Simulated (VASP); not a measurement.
# AlN (Pm) in VASP: further runs

The runs below take AlN through single point, with LDA.

Program: VASP 6.6.1. These are calculated values, not measurements. Logs are shortened: lines on timing, memory, paths and dates and some standing lists are left out, and cuts for length are marked.

### 1 The cell of the first run

Symmetry: Pm, No. 6, monoclinic system. Conventional cell: a = 3.276 Å, b = 4.101 Å, c = 5.674 Å, α = 90.00°, β = 90.00°, γ = 90.00°. Within 1.9 Å of Al (site symmetry m) lie 1 N at 1.42 Å. Al (site symmetry m) has 5 N at 1.89 to 2.05 Å within 2.5 Å. Al (site symmetry m) has 5 N at 1.89 to 2.05 Å and 2 Al at 2.49 Å within 2.5 Å. Al (site symmetry m) has 5 N at 1.89 to 2.05 Å within 2.5 Å. N (site symmetry m) has 5 Al at 1.89 to 2.12 Å within 2.5 Å. Within 2.5 Å of N (site symmetry m) lie 5 Al at 1.89 to 2.05 Å. N (site symmetry m) has 2 Al at 1.42 to 1.89 Å within 1.9 Å. N (site symmetry m) has 5 Al at 1.89 to 2.37 Å within 2.5 Å.

### 2 Single point, LDA (atom 1 (Al) moved by +0.248 Å along [1 0 0] and +0.496 Å along [1 2 0])

INCAR

```
SYSTEM = AlN
PREC     = Accurate       ! precision mode
ENCUT    = 520            ! plane-wave cutoff, eV
EDIFF    = 1E-6           ! SCF threshold, eV
ISMEAR   = 0              ! smearing method
SIGMA    = 0.05           ! smearing width, eV
LREAL    = .False.        ! projectors in reciprocal space
LASPH    = .True.         ! aspherical terms in the spheres
NELM     = 60             ! most SCF steps
ALGO     = Normal         ! electronic algorithm
ISIF     = 2              ! what is computed and relaxed
LWAVE    = .False.        ! write WAVECAR
LCHARG   = .False.        ! write CHGCAR
NBANDS   = 26             ! bands
```

KPOINTS

```
regular mesh
0
Gamma
  8 6 4
  0 0 0
```

POSCAR

```
AlN
1.0
   -1.6378403119      2.8368226349      0.0000000000
    0.0000000000      0.0000000000      4.1006264518
    4.9135209358      2.8368226349      0.0000000000
Al N
4 4
Direct
    0.5932778971      0.7500000000      0.2482322701
    1.0000000000      0.7500000000      0.6666666667
    0.0000000000      0.2500000000      0.3333333333
    0.5000000000      0.2500000000      0.8333333333
    0.5000000000      0.2500000000      0.1666666667
    1.0000000000      0.2500000000      0.6666666667
    0.0000000000      0.7500000000      0.3333333333
    0.5000000000      0.7500000000      0.8333333333
```

Potentials or basis: VASP PAW LDA potentials, release 64 (Al, N).

Run with:

```bash
$ cat potpaw_LDA.64/Al/POTCAR potpaw_LDA.64/N/POTCAR > POTCAR
$ mpirun -np 1 vasp_std > vasp.out
```

OUTCAR:

```text
SYSTEM = AlN
   PREC = Accurate
   ENCUT = 520
   EDIFF = 1E-6
   ISMEAR = 0
   LREAL = .False.
   LASPH = .True.
   NELM = 60
   ISIF = 2

 ion  position               nearest neighbor table
   1  0.593  0.750  0.248-   7 1.42   7 2.00   5 2.12   5 2.12   8 2.37   3 2.49   3 2.49   2 2.72
                             3 2.87   3 2.87   2 3.07   4 3.14   4 3.14
   2  0.000  0.750  0.667-   8 1.89   8 1.89   7 1.89   6 2.05   6 2.05   1 2.72   4 2.79   4 2.79
                             4 2.79   4 2.79   3 2.79   3 2.79   1 3.07
   3  0.000  0.250  0.333-   5 1.89   5 1.89   6 1.89   7 2.05   7 2.05   1 2.49   1 2.49   2 2.79
                             2 2.79   1 2.87   1 2.87   4 3.28   4 3.28   4 3.28   4 3.28
   4  0.500  0.250  0.833-   6 1.89   6 1.89   5 1.89   8 2.05   8 2.05   2 2.79   2 2.79   2 2.79
                             2 2.79   1 3.14   1 3.14   3 3.28   3 3.28   3 3.28   3 3.28
   5  0.500  0.250  0.167-   3 1.89   3 1.89   4 1.89   1 2.12   1 2.12
   6  0.000  0.250  0.667-   4 1.89   4 1.89   3 1.89   2 2.05   2 2.05
   7  0.000  0.750  0.333-   1 1.42   2 1.89   1 2.00   3 2.05   3 2.05
   8  0.500  0.750  0.833-   2 1.89   2 1.89   4 2.05   4 2.05   1 2.37

  LATTYP: Found a simple orthorhombic cell.
 ALAT       =     3.2756806238
 B/A-ratio  =     1.2518395176
 C/A-ratio  =     1.7320508076

  Lattice vectors:

 A1 = (  -1.6378403119,   2.8368226349,   0.0000000000)
 A2 = (   0.0000000000,   0.0000000000,   4.1006264518)
 A3 = (   4.9135209358,   2.8368226349,   0.0000000000)

Analysis of symmetry for initial positions (statically):
=====================================================================
 Subroutine PRICEL returns:
 Original cell was already a primitive cell.

 Routine SETGRP: Setting up the symmetry group for a
 simple orthorhombic supercell.

 Subroutine GETGRP returns: Found  2 space group operations
 (whereof  1 operations were pure point group operations)
 out of a pool of  8 trial point group operations.

The static configuration has the point symmetry C_1 .
 The point group associated with its full space group is C_1h.

Analysis of symmetry for dynamics (positions and initial velocities):
=====================================================================
 Subroutine PRICEL returns:
 Original cell was already a primitive cell.

 Routine SETGRP: Setting up the symmetry group for a
 simple orthorhombic supercell.

 Subroutine GETGRP returns: Found  2 space group operations
 (whereof  1 operations were pure point group operations)
 out of a pool of  8 trial point group operations.

The dynamic configuration has the point symmetry C_1 .
 The point group associated with its full space group is C_1h.

 Subroutine INISYM returns: Found  2 space group operations
 (whereof  1 operations are pure point group operations),
 and found     1 'primitive' translations

----------------------------------------------------------------------------------------

                                     Primitive cell

  volume of cell :      76.2103

  direct lattice vectors                    reciprocal lattice vectors
    -1.637840312  2.836822635  0.000000000    -0.152640033  0.264380293  0.000000000
     0.000000000  0.000000000  4.100626452     0.000000000  0.000000000  0.243865178
     4.913520936  2.836822635  0.000000000     0.152640033  0.088126764  0.000000000

  length of vectors
     3.275680624  4.100626452  5.673645270     0.305280067  0.243865178  0.176253529

  position of ions in fractional coordinates (direct lattice)
     0.593277897  0.750000000  0.248232270
     0.000000000  0.750000000  0.666666667
     0.000000000  0.250000000  0.333333333
     0.500000000  0.250000000  0.833333333
     0.500000000  0.250000000  0.166666667
     0.000000000  0.250000000  0.666666667
     0.000000000  0.750000000  0.333333333
     0.500000000  0.750000000  0.833333333

  ion indices of the primitive-cell ions
   primitive index   ion index
                 1           1
                 2           2
                 3           3
                 4           4
                 5           5
                 6           6
                 7           7
                 8           8

----------------------------------------------------------------------------------------

 KPOINTS: regular mesh

Automatic generation of k-mesh.
 Grid dimensions read from file:
 generate k-points for:    8    6    4

 Generating k-lattice:

  Cartesian coordinates                     Fractional coordinates (reciprocal lattice)
    -0.019080004  0.033047537  0.000000000     0.125000000  0.000000000  0.000000000
     0.000000000  0.000000000  0.040644196     0.000000000  0.166666667  0.000000000
     0.038160008  0.022031691  0.000000000     0.000000000  0.000000000  0.250000000

  Length of vectors
     0.038160008  0.040644196  0.044063382

  Shift w.r.t. Gamma in fractional coordinates (k-lattice)
     0.000000000  0.000000000  0.000000000

 Subroutine IBZKPT returns following result:
 ===========================================

 Found     72 irreducible k-points:

 Following reciprocal coordinates:
            Coordinates               Weight
  0.000000  0.000000  0.000000      1.000000
  0.125000  0.000000  0.000000      2.000000
  0.250000  0.000000  0.000000      2.000000
  0.375000  0.000000  0.000000      2.000000
  0.500000  0.000000  0.000000      1.000000
  0.000000  0.166667  0.000000      2.000000
[... 16 lines left out ...]
  0.125000  0.000000 -0.250000      2.000000
  0.250000  0.000000  0.250000      2.000000
 [... further k-points ...]
   k-points           NKPTS =     72   k-points in BZ     NKDIM =     72   number of bands    NBANDS=     26
   number of dos      NEDOS =    301   number of ions     NIONS =      8
   total plane-waves  NPLWV =  30240
   dimension x,y,z NGX =    24 NGY =   30 NGZ =   42
   dimension x,y,z NGXF=    48 NGYF=   60 NGZF=   84
   ions per type =               4   4
   NGX,Y,Z   is equivalent  to a cutoff of  12.18, 12.16, 12.31 a.u.
   NGXF,Y,Z  is equivalent  to a cutoff of  24.36, 24.32, 24.61 a.u.
 SYSTEM =  AlN
   PREC   = accura    normal or accurate (medium, high low for compatibility)
   ISTART =      0    job   : 0-new  1-cont  2-samecut
   ICHARG =      2    charge: 1-file 2-atom 10-const
   ISPIN  =      1    spin polarized calculation?
   LNONCOLLINEAR =      F non collinear calculations
   LSORBIT =      F    spin-orbit coupling
   LASPH  =      T    aspherical Exc in radial PAW
   ENCUT  =  520.0 eV  38.22 Ry    6.18 a.u.   6.09  7.62 10.55*2*pi/ulx,y,z
   NELM   =     60;   NELMIN=  2; NELMDL= -5     # of ELM steps
   EDIFF  = 0.1E-05   stopping-criterion for ELM
   LREAL  =      F    real-space projection
   EDIFFG = 0.1E-04   stopping-criterion for IOM
   NSW    =      0    number of steps for IOM
   IBRION =     -1    ionic relax: 0-MD 1-quasi-New 2-CG
   NFREE  =      0    steps in history (QN), initial steepest desc. (CG)
   ISIF   =      2    stress and relaxation
   ISYM   =      2    0-nonsym 1-usesym 2-fastsym
   POTIM  = 0.5000    time-step for ionic-motion
   TEBEG  =    0.0;   TEEND  =   0.0 temperature during run
   PSTRESS=    0.0 pullay stress
   NELECT =      32.0000    total number of electrons
   NUPDOWN=      -1.0000    fix difference up-down
   EMIN   =  10.00;   EMAX   =-10.00  energy-range for DOS
   EFERMI =   0.00;   METHOD = LEGACY
   ISMEAR =     0;   SIGMA  =   0.05  broadening in eV -4-tet -1-fermi 0-gaus
   EFERMI_NEDOS =   21; number of points for ismear=-14 and -15
   IALGO  =     38    algorithm
   IMIX   =      4    mixing-type and parameters
     AMIX     =   0.40;   BMIX     =  1.00
     AMIX_MAG =   1.60;   BMIX_MAG =  1.00
  volume/ion in A,a.u.               =       9.53        64.29
  Fermi-wavevector in a.u.,A,eV,Ry     =   1.225896  2.316607 20.447110  1.502820
  Thomas-Fermi vector in A             =   2.360917
   LORBIT       =      0    0 simple, 1 ext, 2 COOP (PROOUT), +10 PAW based schemes
   GGA     = CA    functional components
   LHFCALC =     F    Hartree Fock is set to
   AEXX    =    0.0000 exact exchange contribution
   IVDW    =     0    specifies the selected vdW correction
   LEPSILON=     F    determine dielectric tensor
   LRPA    =     F    only Hartree local field effects (RPA)
 non-spin polarized calculation
 Gauss-broadening in eV      SIGMA  =   0.05
  energy-cutoff  :      520.00
  volume of cell :       76.21
 maximum number of plane-waves:      2088
   NGX = 13   NGY = 15   NGZ = 21

 number of electron      32.0000003 magnetization

 Free energy of the ion-electron system (eV)
  ---------------------------------------------------
  ext. energy  EPLUGINS =         0.00000000
  ---------------------------------------------------
  free energy    TOTEN  =       -60.38409140 eV

  energy without entropy =      -60.38409140  energy(sigma->0) =      -60.38409140

 E-fermi :   8.2939     XC(G=0): -11.6594

 val. band max:        8.0874255204   @ k =   0.0000   0.0000   0.0000
 cond. band min:      10.8330993235   @ k =   0.0000   0.0000   0.0000
 fundamental gap:      2.7456738032
 Fermi energy:         8.2938650823

 k-point     1 :       0.0000    0.0000    0.0000
  band No.  band energies     occupation
      1      -9.2363      2.00000
      2      -6.9203      2.00000
      3      -5.8651      2.00000
      4      -4.3961      2.00000
      5       0.6386      2.00000
      6       1.3133      2.00000
[... 18 lines left out ...]
     25      17.6577      0.00000
     26      18.6816      0.00000

 k-point     2 :       0.1250    0.0000    0.0000
  band No.  band energies     occupation
      1      -9.1055      2.00000
      2      -6.8104      2.00000
      3      -5.8844      2.00000
      4      -4.4079      2.00000
      5       0.7752      2.00000
      6       1.2304      2.00000
[... 18 lines left out ...]
     25      17.8910      0.00000
     26      18.6139      0.00000

 k-point     3 :       0.2500    0.0000    0.0000
  band No.  band energies     occupation
      1      -8.7389      2.00000
      2      -6.5154      2.00000
      3      -5.9816      2.00000
      4      -4.4810      2.00000
      5       0.9690      2.00000
      6       1.1661      2.00000
[... 18 lines left out ...]
     25      17.8881      0.00000
     26      18.4300      0.00000

 k-point     4 :       0.3750    0.0000    0.0000
  band No.  band energies     occupation
      1      -8.2415      2.00000
      2      -6.3535      2.00000
      3      -5.9994      2.00000
      4      -4.6653      2.00000
      5       0.8357      2.00000
      6       1.7251      2.00000
[... 18 lines left out ...]
     25      17.7099      0.00000
     26      18.9666      0.00000
[... 496 lines left out ...]
      1      -9.0036      2.00000
      2      -7.1649      2.00000
      3      -5.6966      2.00000
      4      -4.3371      2.00000
      5       0.8905      2.00000
      6       1.5711      2.00000
[... 18 lines left out ...]
     25      17.7461      0.00000
     26      18.2293      0.00000

 k-point    23 :       0.1250    0.0000   -0.2500
  band No.  band energies     occupation
      1      -9.0068      2.00000
      2      -7.1504      2.00000
      3      -5.7129      2.00000
      4      -4.3359      2.00000
      5       0.8859      2.00000
      6       1.6182      2.00000
[... 18 lines left out ...]
     25      17.7956      0.00000
     26      18.1218      0.00000

 k-point    24 :       0.2500    0.0000    0.2500
  band No.  band energies     occupation
      1      -8.6498      2.00000
      2      -6.8654      2.00000
      3      -5.7611      2.00000
      4      -4.4550      2.00000
      5       1.2247      2.00000
      6       1.2715      2.00000
[... 18 lines left out ...]
     25      17.8384      0.00000
     26      18.2809      0.00000

 [... further k-points ...]
[... 5 lines left out ...]
  --------------------------------------------------------------------------------------
  -------------------------------------------------------------------------------------
  Total       -0.9086804     27.0417512      0.6497541     -5.3701759      0.0000000      0.0000000
  in kB      -19.1032731    568.5012917     13.6598414   -112.8977150      0.0000000      0.0000000
  external PRESSURE =     187.6859533 kB  Pullay stress =       0.0000000 kB

 VOLUME and BASIS-vectors are now :
 -----------------------------------------------------------------------------
  energy-cutoff  :      520.00
  volume of cell :       76.21
      direct lattice vectors                 reciprocal lattice vectors
    -1.637840312  2.836822635  0.000000000    -0.152640033  0.264380293  0.000000000
     0.000000000  0.000000000  4.100626452     0.000000000  0.000000000  0.243865178
     4.913520936  2.836822635  0.000000000     0.152640033  0.088126764  0.000000000

 POSITION                                       TOTAL-FORCE (eV/Angst)
 -----------------------------------------------------------------------------------
      0.24800      2.38722      3.07547         1.194016    -23.887624      0.000000
      3.27568      1.89122      3.07547         1.772267      1.352552      0.000000
      1.63784      0.94561      1.02516        -0.678044      0.912225      0.000000
      3.27568      3.78243      1.02516         0.506499      0.216887      0.000000
      0.00000      1.89122      1.02516         1.404003      1.549072      0.000000
      3.27568      1.89122      1.02516        -0.837611     -0.472048      0.000000
      1.63784      0.94561      3.07547        -3.085758     20.162416      0.000000
      3.27568      3.78243      3.07547        -0.275372      0.166521      0.000000
 -----------------------------------------------------------------------------------
    total drift:                                0.000637     -0.000404     -0.000000

  FREE ENERGIE OF THE ION-ELECTRON SYSTEM (eV)
  ---------------------------------------------------
  free  energy   TOTEN  =       -60.3840914028 eV

  energy  without entropy=      -60.3840914028  energy(sigma->0) =      -60.38409140
```

It took 70 s on 1 thread of AMD EPYC 9R45 (Zen 5), shared host; peak memory 0.19 GiB.

What came out:

```yaml
Free_energy: -60.3841 eV
Pressure: 18.8 GPa
Largest_force: 23.917 eV/Å
Band_gap_on_the_k_mesh: 2.75 eV, direct
```

Forces in eV/Å, atoms in the order of the input:
```
Al    1.194 -23.888   0.000
Al    1.772   1.353   0.000
Al   -0.678   0.912   0.000
Al    0.506   0.217   0.000
N     1.404   1.549   0.000
N    -0.838  -0.472   0.000
N    -3.086  20.162   0.000
N    -0.275   0.167   0.000
```

Stress tensor (GPa, compression positive):
```
 -1.91 -11.29   0.00
-11.29  56.85   0.00
  0.00   0.00   1.37
```

Levels at points of the mesh, in eV from the valence-band top:
| k point | band 13 | band 14 | band 15 | band 16 | band 17 | band 18 | band 19 | band 20 |
| --- | --- | --- | --- | --- | --- | --- | --- | --- |
| (0.00, 0.00, 0.00) | -2.30 | -1.30 | -0.86 | 0.00 | 2.75 | 4.05 | 4.57 | 6.73 |
| (0.50, 0.00, 0.00) | -3.21 | -2.36 | -2.20 | -1.51 | 4.62 | 4.99 | 6.23 | 6.44 |
| (0.00, 0.50, 0.00) | -2.52 | -1.92 | -1.72 | -1.27 | 4.46 | 5.04 | 5.78 | 6.25 |
| (0.50, 0.50, 0.00) | -1.87 | -0.89 | -0.78 | -0.50 | 4.96 | 5.19 | 6.61 | 6.86 |
| (0.00, 0.00, 0.50) | -2.08 | -1.60 | -0.79 | -0.66 | 4.17 | 5.18 | 6.07 | 6.35 |
| (0.50, 0.00, 0.50) | -3.35 | -2.68 | -1.60 | -0.82 | 3.01 | 4.26 | 5.99 | 6.62 |
| (0.00, 0.50, 0.50) | -2.29 | -2.01 | -1.43 | -1.17 | 4.34 | 5.07 | 5.63 | 6.45 |
| (0.50, 0.50, 0.50) | -2.68 | -1.48 | -1.31 | -1.22 | 3.86 | 4.42 | 5.37 | 5.78 |

Caveat: the cell differs from its parent crystal (atom 1 (Al) moved by +0.248 Å along [1 0 0] and +0.496 Å along [1 2 0]); forces of over 1 eV/Å act on the atoms, so gaps and moduli don't describe the material at rest.

### 3 Single point, LDA (atom 1 (Al) moved by -0.496 Å along [1 0 0] and +0.496 Å along [1 2 0])

INCAR

```
ALGO = Normal ; EDIFF = 1E-6
ENCUT = 520 ; GGA = CA
ISIF = 2 ; ISMEAR = 0
LASPH = T ; LCHARG = F
LREAL = F ; LWAVE = F
NBANDS = 26 ; NELM = 60
PREC = Accurate ; SIGMA = 0.05
```

KPOINTS

```
k-points
0
Gamma
  8 6 4
```

Changes to POSCAR since step 2:

```diff
@@ -8,3 +8,3 @@
 Direct
-    0.5932778971      0.7500000000      0.2482322701
+    0.7068420820      0.7500000000      0.1346680853
     1.0000000000      0.7500000000      0.6666666667
```

Potentials or basis: VASP PAW LDA potentials, release 64 (Al, N).

Run with:

```bash
$ cat potpaw_LDA.64/Al/POTCAR potpaw_LDA.64/N/POTCAR > POTCAR
$ mpirun -np 1 vasp_std > vasp.out
```

Run time: 66 s. Hardware: 1 thread of AMD EPYC 9R45 (Zen 5), shared host; peak memory 0.19 GiB.

Results (log left out):

```yaml
Free_energy: -61.2951 eV
Pressure: 15.5 GPa
Largest_force: 14.898 eV/Å
Band_gap_on_the_k_mesh: 2.47 eV, direct
```

Forces on the atoms (eV/Å):
```
Al   -1.174 -14.851   0.000
Al   -1.552  -0.500   0.000
Al   -0.080   1.128   0.000
Al    0.315  -0.353   0.000
N    -1.557   0.947   0.000
N     0.252   0.187   0.000
N     4.497  13.163   0.000
N    -0.701   0.280   0.000
```

Stress tensor (GPa, compression positive):
```
 5.64 17.84  0.00
17.84 38.75  0.00
 0.00  0.00  2.03
```

Levels at points of the mesh, in eV from the valence-band top:
| k point | band 14 | band 15 | band 16 | band 17 | band 18 | band 19 |
| --- | --- | --- | --- | --- | --- | --- |
| (0.00, 0.00, 0.00) | -1.68 | -0.83 | 0.00 | 2.47 | 3.90 | 4.34 |
| (0.50, 0.00, 0.00) | -2.42 | -2.25 | -1.92 | 4.54 | 4.68 | 6.10 |
| (0.00, 0.50, 0.00) | -2.01 | -1.77 | -1.41 | 3.86 | 4.58 | 5.74 |
| (0.50, 0.50, 0.00) | -1.29 | -1.14 | -0.45 | 4.67 | 5.32 | 6.55 |
| (0.00, 0.00, 0.50) | -1.51 | -0.89 | -0.74 | 3.36 | 5.00 | 5.72 |
| (0.50, 0.00, 0.50) | -2.44 | -1.79 | -1.15 | 3.13 | 4.11 | 5.97 |
| (0.00, 0.50, 0.50) | -1.99 | -1.83 | -1.46 | 3.68 | 4.58 | 5.35 |
| (0.50, 0.50, 0.50) | -2.06 | -1.92 | -1.10 | 3.97 | 4.36 | 5.38 |

Caveat: the cell differs from its parent crystal (atom 1 (Al) moved by -0.496 Å along [1 0 0] and +0.496 Å along [1 2 0]); forces of over 1 eV/Å act on the atoms, so gaps and moduli don't describe the material at rest. A k mesh can miss the band edges.

(Part 1 of 2 ends here.)
